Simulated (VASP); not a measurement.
# Co (P6/mmm) in VASP: a series of runs

The runs below take Co through single point, relaxation of cell and atoms, relaxation of shape and atoms at fixed volume, with PBE.

All numbers are computed with VASP 6.6.1; they aren't measurements. Logs are shortened: lines on timing, memory, paths and dates and some standing lists are left out, and cuts for length are marked.

## 1. The cell of the first run

The structure is hexagonal, space group P6/mmm (No. 191). The conventional cell has a = 1.881 Å, b = 1.881 Å, c = 1.765 Å, α = 90.00°, β = 90.00°, γ = 120.00°. Co (site symmetry 6/mmm) has 8 Co at 1.76 to 1.88 Å within 2.3 Å.

This isn't the form of Co at room conditions, which is hcp.

## 2. Single point, PBE, collinear spin, ferromagnetic start (5.41 Å³/atom)

INCAR reads:

```
PREC = Accurate
ENCUT = 690
EDIFF = 1E-6
ISMEAR = -1
SIGMA = 0.1
LREAL = False
LASPH = True
NELM = 200
ALGO = Normal
ISIF = 2
LWAVE = False
LCHARG = False
ISPIN = 2
MAGMOM = 1.7
LORBIT = 11
LMAXMIX = 4
GGA = PE
NBANDS = 18
GGA_COMPAT = False
```

KPOINTS reads:

```
regular mesh
0
Gamma
  18 18 17
```

POSCAR reads:

```
Co
1.0
    1.8814496037      0.0000000000      0.0000000000
   -0.9407248019      1.6293831528      0.0000000000
    0.0000000000      0.0000000000      1.7645823188
Co
1
Direct
    0.0000000000      0.0000000000      0.0000000000
```

Potentials or basis: VASP PAW PBE potentials, release 64 (Co_sv).

Started as:

```
$ cat potpaw_PBE.64/Co_sv/POTCAR > POTCAR
$ mpirun -np 1 vasp_std > vasp.out
```

OUTCAR:

```text
PREC = Accurate
   ENCUT = 690
   EDIFF = 1E-6
   ISMEAR = -1
   LREAL = False
   LASPH = True
   NELM = 200
   ISIF = 2
   ISPIN = 2
   LORBIT = 11
   GGA = PE

 ion  position               nearest neighbor table
   1  0.000  0.000  0.000-

  LATTYP: Found a hexagonal cell.
 ALAT       =     1.8814496037
 C/A-ratio  =     0.9378844458

  Lattice vectors:

 A1 = (   1.8814496037,   0.0000000000,   0.0000000000)
 A2 = (  -0.9407248019,   1.6293831528,   0.0000000000)
 A3 = (   0.0000000000,   0.0000000000,   1.7645823188)

Analysis of symmetry for initial positions (statically):
=====================================================================
 Subroutine PRICEL returns:
 Original cell was already a primitive cell.

 Routine SETGRP: Setting up the symmetry group for a
 hexagonal supercell.

 Subroutine GETGRP returns: Found 24 space group operations
 (whereof 24 operations were pure point group operations)
 out of a pool of 24 trial point group operations.

The static configuration has the point symmetry D_6h.

Analysis of symmetry for dynamics (positions and initial velocities):
=====================================================================
 Subroutine PRICEL returns:
 Original cell was already a primitive cell.

 Routine SETGRP: Setting up the symmetry group for a
 hexagonal supercell.

 Subroutine GETGRP returns: Found 24 space group operations
 (whereof 24 operations were pure point group operations)
 out of a pool of 24 trial point group operations.

The dynamic configuration has the point symmetry D_6h.

Analysis of structural, dynamic, and magnetic symmetry:
=====================================================================
 Subroutine PRICEL returns:
 Original cell was already a primitive cell.

 Routine SETGRP: Setting up the symmetry group for a
 hexagonal supercell.

 Subroutine GETGRP returns: Found 24 space group operations
 (whereof 24 operations were pure point group operations)
 out of a pool of 24 trial point group operations.

The overall configuration has the point symmetry D_6h.

 Subroutine INISYM returns: Found 24 space group operations
 (whereof 24 operations are pure point group operations),
 and found     1 'primitive' translations

----------------------------------------------------------------------------------------

                                     Primitive cell

  volume of cell :       5.4095

  direct lattice vectors                    reciprocal lattice vectors
[... 98 lines left out ...]
   EMIN   =  10.00;   EMAX   =-10.00  energy-range for DOS
   EFERMI =   0.00;   METHOD = LEGACY
   ISMEAR =    -1;   SIGMA  =   0.10  broadening in eV -4-tet -1-fermi 0-gaus
   EFERMI_NEDOS =   21; number of points for ismear=-14 and -15
   IALGO  =     38    algorithm
   IMIX   =      4    mixing-type and parameters
     AMIX     =   0.40;   BMIX     =  1.00
     AMIX_MAG =   1.60;   BMIX_MAG =  1.00
  volume/ion in A,a.u.               =       5.41        36.51
  Fermi-wavevector in a.u.,A,eV,Ry     =   2.397941  4.531452 78.235170  5.750123
  Thomas-Fermi vector in A             =   3.301970
   LORBIT       =     11    0 simple, 1 ext, 2 COOP (PROOUT), +10 PAW based schemes
   GGA     = PE    functional components
   LHFCALC =     F    Hartree Fock is set to
   AEXX    =    0.0000 exact exchange contribution
   IVDW    =     0    specifies the selected vdW correction
   LEPSILON=     F    determine dielectric tensor
   LRPA    =     F    only Hartree local field effects (RPA)
 spin polarized calculation
  energy-cutoff  :      690.00
  volume of cell :        5.41
 maximum number of plane-waves:       232
   NGX =  9   NGY =  9   NGZ =  7

 number of electron      16.9999974 magnetization      -0.0058458

 number of electron      16.9999974 magnetization       0.0004135

 Free energy of the ion-electron system (eV)
  ---------------------------------------------------
  ext. energy  EPLUGINS =         0.00000000
  ---------------------------------------------------
  free energy    TOTEN  =         1.01862193 eV

  energy without entropy =        1.04882638  energy(sigma->0) =        1.03372416

 E-fermi :  28.4420     XC(G=0): -18.8412

 val. band max:       28.4396762332   @ k =   0.5000  -0.0000   0.1176
 cond. band min:      28.4616091066   @ k =   0.4444  -0.0000   0.1176
 fundamental gap:      0.0219328734
 Fermi energy:        28.4419611830

 spin component 1

 k-point     1 :       0.0000    0.0000    0.0000
  band No.  band energies     occupation
      1     -69.5466      1.00000
      2     -30.5455      1.00000
      3     -30.5455      1.00000
      4     -30.3703      1.00000
      5      15.0162      1.00000
      6      18.4798      1.00000
[... 493 lines left out ...]
     17      80.7350      0.00000
     18      87.8700      0.00000

 [... further k-points ...]

 spin component 2

 k-point     1 :       0.0000    0.0000    0.0000
  band No.  band energies     occupation
      1     -69.5462      1.00000
      2     -30.5451      1.00000
      3     -30.5451      1.00000
      4     -30.3696      1.00000
      5      15.0163      1.00000
      6      18.4803      1.00000
[... 493 lines left out ...]
     17      80.7350      0.00000
     18      87.8701      0.00000

 [... further k-points ...]

------------------------ aborting loop because EDIFF is reached ----------------------------------------

  FORCE on cell =-STRESS in cart. coord.  units (eV):
  Direction    XX          YY          ZZ          XY          YZ          ZX
  --------------------------------------------------------------------------------------
  -------------------------------------------------------------------------------------
  Total       26.8823451     26.8823451     26.8330879     -0.0000000      0.0000000     -0.0000000
  in kB     7961.9601654   7961.9601659   7947.3712563     -0.0000002      0.0000000     -0.0000000
  external PRESSURE =    7957.0971959 kB  Pullay stress =       0.0000000 kB

 VOLUME and BASIS-vectors are now :
 -----------------------------------------------------------------------------
  energy-cutoff  :      690.00
  volume of cell :        5.41
      direct lattice vectors                 reciprocal lattice vectors
     1.881449604  0.000000000  0.000000000     0.531505068  0.306864594  0.000000000
    -0.940724802  1.629383153  0.000000000     0.000000000  0.613729188  0.000000000
     0.000000000  0.000000000  1.764582319     0.000000000  0.000000000  0.566706347

 POSITION                                       TOTAL-FORCE (eV/Angst)
 -----------------------------------------------------------------------------------
      0.00000      0.00000      0.00000         0.000000      0.000000      0.000000
 -----------------------------------------------------------------------------------
    total drift:                                0.000000      0.000000      0.000000

  FREE ENERGIE OF THE ION-ELECTRON SYSTEM (eV)
  ---------------------------------------------------
  free  energy   TOTEN  =         1.0186219288 eV

  energy  without entropy=        1.0488263814  energy(sigma->0) =        1.03372416

 total charge

# of ion       s       p       d       tot
------------------------------------------
    1        2.491   6.401   7.512  16.404

 magnetization (x)

# of ion       s       p       d       tot
------------------------------------------
    1        0.000   0.000   0.000   0.000
```

OSZICAR:

```text
N       E                     dE             d eps       ncg     rms          rms(c)
DAV:   1     0.169368042757E+03    0.16937E+03   -0.90593E+03 29028   0.352E+03
DAV:   2     0.674797504175E+01   -0.16262E+03   -0.15106E+03 28850   0.589E+02
DAV:   3     0.117061369097E+01   -0.55774E+01   -0.55228E+01 29090   0.120E+02
DAV:   4     0.112582689856E+01   -0.44787E-01   -0.44769E-01 30938   0.887E+00
DAV:   5     0.112525765056E+01   -0.56925E-03   -0.56921E-03 29588   0.820E-01    0.387E+01
DAV:   6     0.102938638967E+01   -0.95871E-01   -0.18607E-01 28376   0.205E+01    0.179E+01
DAV:   7     0.104509715386E+01    0.15711E-01   -0.46948E-02 32816   0.740E+00    0.804E+00
DAV:   8     0.102001342805E+01   -0.25084E-01   -0.35927E-03 33770   0.199E+00    0.258E+00
DAV:   9     0.101910365482E+01   -0.90977E-03   -0.68605E-04 34060   0.631E-01    0.331E-01
DAV:  10     0.101865815507E+01   -0.44550E-03   -0.71018E-05 33462   0.324E-01    0.140E-01
DAV:  11     0.101861688087E+01   -0.41274E-04   -0.26137E-05 36966   0.153E-01    0.314E-02
DAV:  12     0.101862109582E+01    0.42150E-05   -0.26453E-06 27612   0.518E-02    0.141E-02
DAV:  13     0.101862192884E+01    0.83302E-06   -0.26114E-07 14850   0.183E-02
   1 F= 0.10186219E+01 E0= 0.10337242E+01  d E =-.302045E-01  mag=     0.0001
```

stdout:

```text
POSCAR found type information on POSCAR Co
 POSCAR found :  1 types and       1 ions
 scaLAPACK will be used
 LDA part: xc-table for (Slater+PW92), standard interpolation
 POSCAR, INCAR and KPOINTS ok, starting setup
 FFT: planning ... GRIDC
 FFT: planning ... GRID_SOFT
 FFT: planning ... GRID
 WAVECAR not read
 entering main loop
```

Run time: 44 s. Hardware: 1 thread of Intel Xeon Platinum 8259CL at 2.50GHz (Skylake/Cascade Lake), shared host; peak memory 0.18 GiB.

The run converged, but its numbers aren't listed here, since they failed a check.

Caveat: atoms lie so close that the PAW spheres overlap strongly, which falsifies energies and pressures; the cell stands under pressure; the moments typed at the start vanished in this run.

## 3. Relaxation of cell and atoms, PBE, collinear spin, ferromagnetic start

This run uses another cell than the first one, of 11.28 Å³/atom.

INCAR reads:

```
PREC = Accurate ; ENCUT = 600
EDIFF = 1E-7 ; ISMEAR = -1
SIGMA = 0.1 ; LREAL = F
LASPH = T ; NELM = 150
ALGO = Normal ; ISIF = 3
LWAVE = F ; LCHARG = F
ISPIN = 2 ; MAGMOM = 1.7
LORBIT = 11 ; LMAXMIX = 4
GGA = PE ; IBRION = 2
NSW = 60 ; EDIFFG = -0.005
```

KPOINTS reads:

```
Automatic mesh
0
Gamma
  18 18 17
```

POSCAR reads:

```
Co
1.0
    2.4017149105      0.0000000000      0.0000000000
   -1.2008574553      2.0799461252      0.0000000000
    0.0000000000      0.0000000000      2.2576120159
Co
1
Direct
    0.0000000000      0.0000000000      0.0000000000
```

Potentials or basis: VASP PAW PBE potentials, release 64 (Co).

Started as:

```
$ cat potpaw_PBE.64/Co/POTCAR > POTCAR
$ mpirun -np 1 vasp_std > vasp.out
```

OUTCAR:

```text
PREC = Accurate
   ENCUT = 600
   EDIFF = 1E-7
   ISMEAR = -1
   LREAL = F
   LASPH = T
   NELM = 150
   ISIF = 3
   ISPIN = 2
   LORBIT = 11
   GGA = PE
   IBRION = 2
   NSW = 60
   EDIFFG = -0.005

 ion  position               nearest neighbor table
   1  0.000  0.000  0.000-

  LATTYP: Found a hexagonal cell.
 ALAT       =     2.4017149105
 C/A-ratio  =     0.9400000000

  Lattice vectors:

 A1 = (   2.4017149105,   0.0000000000,   0.0000000000)
 A2 = (  -1.2008574553,   2.0799461252,   0.0000000000)
 A3 = (   0.0000000000,   0.0000000000,   2.2576120159)

Analysis of symmetry for initial positions (statically):
=====================================================================
 Subroutine PRICEL returns:
 Original cell was already a primitive cell.

 Routine SETGRP: Setting up the symmetry group for a
 hexagonal supercell.

 Subroutine GETGRP returns: Found 24 space group operations
 (whereof 24 operations were pure point group operations)
[... 372 lines left out ...]

 k-point     1 :       0.0000    0.0000    0.0000
  band No.  band energies     occupation
      1       0.5989      1.00000
      2       4.8165      1.00000
      3       6.5551      1.00000
      4       6.5551      1.00000
      5       8.1291      0.99998
      6       8.1291      0.99998
      7      28.3574      0.00000
      8      31.3963      0.00000
      9      33.3726      0.00000
[... 265 lines left out ...]
 k-point    24 :       0.3889    0.1111    0.0000
  band No.  band energies     occupation
      1       4.4668      1.00000
      2       5.3379      1.00000
      3       7.1217      1.00000
      4       7.1816      1.00000
      5       7.8346      1.00000
      6       9.7834      0.00313
      7      15.0890      0.00000
      8      22.6561      0.00000
      9      34.2510      0.00000

 [... further k-points ...]

 spin component 2

 k-point     1 :       0.0000    0.0000    0.0000
  band No.  band energies     occupation
      1       0.7274      1.00000
      2       6.0290      1.00000
      3       8.1649      0.99997
      4       8.1649      0.99997
      5      10.4730      0.00000
      6      10.4730      0.00000
      7      28.7469      0.00000
      8      31.1821      0.00000
      9      33.6305      0.00000
[... 304 lines left out ...]
  FREE ENERGIE OF THE ION-ELECTRON SYSTEM (eV)
  ---------------------------------------------------
  free  energy   TOTEN  =        -6.5545739756 eV

  energy  without entropy=       -6.5015547704  energy(sigma->0) =       -6.52806437

 reached required accuracy - stopping structural energy minimisation

 total charge

# of ion       s       p       d       tot
------------------------------------------
    1        0.488   0.447   7.266   8.201

 magnetization (x)

# of ion       s       p       d       tot
------------------------------------------
    1        0.002  -0.014   1.776   1.764
```

OSZICAR:

```text
N       E                     dE             d eps       ncg     rms          rms(c)
DAV:   1     0.232358135660E+02    0.23236E+02   -0.45765E+03 12044   0.132E+03
DAV:   2    -0.686645854710E+01   -0.30102E+02   -0.29094E+02 12153   0.160E+02
[... 86 lines left out ...]
       N       E                     dE             d eps       ncg     rms          rms(c)
DAV:   1    -0.655461455250E+01   -0.42595E-04   -0.74619E-04 12515   0.469E-01    0.509E-02
DAV:   2    -0.655458327982E+01    0.31273E-04   -0.50184E-04 12723   0.336E-01    0.346E-02
DAV:   3    -0.655457485541E+01    0.84244E-05   -0.59123E-05 12573   0.123E-01    0.149E-02
DAV:   4    -0.655457430381E+01    0.55160E-06   -0.17005E-07 12269   0.588E-03    0.458E-03
DAV:   5    -0.655457400298E+01    0.30083E-06   -0.54847E-07  7781   0.604E-03    0.103E-03
DAV:   6    -0.655457397564E+01    0.27342E-07   -0.29547E-08  6076   0.197E-03
  10 F= -.65545740E+01 E0= -.65280644E+01  d E =-.342783E-05  mag=     1.7569
```

CONTCAR:

```text
Co
   1.00000000000000
     2.4455871110285781   -0.0000000000010517   -0.0000000000000000
    -1.2227935555661131    2.1179405653814345    0.0000000000000000
     0.0000000000000000    0.0000000000000000    2.3089666056193656
  Co
     1
Direct
     0.0000000000000000    0.0000000000000000    0.0000000000000000

  0.00000000E+00  0.00000000E+00  0.00000000E+00
```

Run time: 6.4 min. Hardware: 1 thread of Intel Xeon 8259CL, shared host; peak memory 0.18 GiB.

Results:

```yaml
Free_energy: -6.5546 eV
Relaxed_volume: 11.96 Å³/atom
Relaxed_cell: a = 2.446 Å, b = 2.446 Å, c = 2.309 Å, α = 90.00°, β = 90.00°, γ = 120.00°
Space_group_after_relaxing_to_0.1_Å: P6/mmm (No. 191)
Energy_gained_by_relaxing: 21.1 meV/atom
Ionic_steps: 10
Pressure_after_relaxing: 0.0 GPa
Net_moment: 1.76 μB per cell
Site_moments: Co +1.76 μB
Valence_electrons_inside_the_program's_atomic_spheres: Co 8.20
```

The path:
```tsv
step	energy change (eV)	largest force (eV/Å)	pressure (GPa)	volume (Å³)
1	0.0000	0.0000	10.30	11.28
2	-0.0092	0.0000	-6.59	12.50
3	-0.0209	0.0000	-0.02	11.96
4	-0.0209	0.0000	0.18	11.95
5	-0.0211	0.0000	0.13	11.95
6	-0.0211	0.0000	0.13	11.95
7	-0.0211	0.0000	0.13	11.95
8	-0.0211	0.0000	0.13	11.95
9	-0.0211	0.0000	-0.07	11.97
10	-0.0211	0.0000	0.03	11.96
```

Final structure:
```
CELL_PARAMETERS angstrom
2.44559 0.00000 0.00000
-1.22279 2.11794 0.00000
0.00000 0.00000 2.30897
ATOMIC_POSITIONS crystal
Co 0.00000 0.00000 0.00000
```

Levels at points of the mesh, in eV from the Fermi level:
Spin up:
| k point | band 2 | band 3 | band 4 | band 5 | band 6 | band 7 | band 8 | band 9 |
| --- | --- | --- | --- | --- | --- | --- | --- | --- |
| (0.00, 0.00, 0.00) | -4.39 | -2.65 | -2.65 | -1.08 | -1.08 | 19.15 | 22.19 | 24.17 |
| (0.50, 0.00, 0.00) | -3.87 | -2.15 | -1.30 | -0.61 | -0.54 | 5.07 | 16.12 | 21.83 |
Spin down:
```
           k point  band 1  band 2  band 3  band 4  band 5  band 6  band 7  band 8  band 9
(0.00, 0.00, 0.00)   -8.48   -3.18   -1.04   -1.04    1.27    1.27   19.54   21.98   24.42
(0.50, 0.00, 0.00)   -3.97   -2.62   -0.50    0.02    1.02    1.23    6.11   16.42   22.24
```

## 4. Relaxation of shape and atoms at fixed volume, PBE, collinear spin, ferromagnetic start

This run uses another cell than the first one, of 8.17 Å³/atom.

INCAR reads:

```
PREC = Accurate
ENCUT = 600
EDIFF = 1E-7
ISMEAR = -1
SIGMA = 0.1
LREAL = False
LASPH = True
NELM = 150
ALGO = Normal
ISIF = 4
LWAVE = False
LCHARG = False
ISPIN = 2
MAGMOM = 2
LORBIT = 11
LMAXMIX = 4
GGA = PE
IBRION = 2
NSW = 50
EDIFFG = -0.005
```

KPOINTS reads:

```
regular mesh
0
Gamma
  22 22 21
```

POSCAR reads:

```
Co
1.0
    2.1530998888      0.0000000000      0.0000000000
   -1.0765499444      1.8646392006      0.0000000000
    0.0000000000      0.0000000000      2.0360814387
Co
1
Direct
    0.0000000000      0.0000000000      0.0000000000
```

Started as:

```
$ cat potpaw_PBE.64/Co/POTCAR > POTCAR
$ mpirun -np 1 vasp_std > vasp.out
```

Run time: 3.6 min. Hardware: 1 thread of Intel Xeon 8259CL, shared host; peak memory 0.18 GiB.

It converged, with:

- Free energy: -5.4178 eV
- Energy gained by relaxing: 0.3 meV/atom
- Ionic steps: 3
- Pressure after relaxing: 134.5 GPa
- Net moment: 0.00 μB per cell

Stress tensor (GPa, compression positive):
```
134.51   0.00   0.00
  0.00 134.51   0.00
  0.00   0.00 134.59
```

The path:
| step | energy change (eV) | largest force (eV/Å) | pressure (GPa) | volume (Å³) |
| --- | --- | --- | --- | --- |
| 1 | 0.0000 | 0.0000 | 134.50 | 8.17 |
| 2 | 0.0006 | 0.0000 | 134.33 | 8.17 |
| 3 | -0.0003 | 0.0000 | 134.54 | 8.17 |

Final structure:
```
Co
1.0
     2.15572    0.00000    0.00000
    -1.07786    1.86691    0.00000
     0.00000    0.00000    2.03113
Co
1
Cartesian
  0.0000 0.0000 0.0000
```

Levels at points of the mesh, in eV from the Fermi level:
Spin up:
| k point | band 1 | band 2 | band 3 | band 4 | band 5 | band 6 | band 7 | band 8 | band 9 |
| --- | --- | --- | --- | --- | --- | --- | --- | --- | --- |
| (0.00, 0.00, 0.00) | -10.72 | -5.68 | -2.67 | -2.67 | 0.90 | 0.90 | 24.86 | 25.34 | 31.94 |
| (0.50, 0.00, 0.00) | -6.68 | -4.56 | -1.20 | -0.63 | 0.48 | 1.11 | 9.22 | 21.05 | 29.30 |
Spin down:
```csv
k point,band 1,band 2,band 3,band 4,band 5,band 6,band 7,band 8
"(0.00, 0.00, 0.00)",-10.72,-5.68,-2.67,-2.67,0.90,0.90,24.86,25.34
"(0.50, 0.00, 0.00)",-6.68,-4.56,-1.20,-0.63,0.48,1.11,9.22,21.05
```

Caveat: the moments typed at the start vanished in this run.
